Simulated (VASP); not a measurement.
A run of VASP 6.6.1 is set up as follows.

Contents of INCAR:

```
PREC = Accurate
ENCUT = 520
EDIFF = 1E-6
ISMEAR = 0
SIGMA = 0.15
LREAL = False
LASPH = True
NELM = 60
ALGO = Fast
ISIF = 2
LWAVE = False
LCHARG = True
LELF = True
LVHAR = True
NBANDS = 22
```

KPOINTS

```
regular mesh
0
Gamma
  21 21 12
```

POSCAR

```
Rh
1.0
    2.6702116395      0.0000000000      0.0000000000
   -1.3351058197      2.3124711133      0.0000000000
    0.0000000000      0.0000000000      4.2994247098
Rh
2
Direct
    0.6666666667      0.3333333333      0.7500000000
    0.3333333333      0.6666666667      0.2500000000
```

Potentials or basis: VASP PAW LDA potentials, release 64 (Rh_pv).

The run is started by

```console
$ cat potpaw_LDA.64/Rh_pv/POTCAR > POTCAR
$ mpirun -np 1 vasp_std > vasp.out
```

(1) What does it give for the pressure?

(2) Estimate the band gap on the k mesh.

## Answers

(1) 0.9 GPa.

(2) zero (bands 15 and 16 overlap by 2.56 eV).
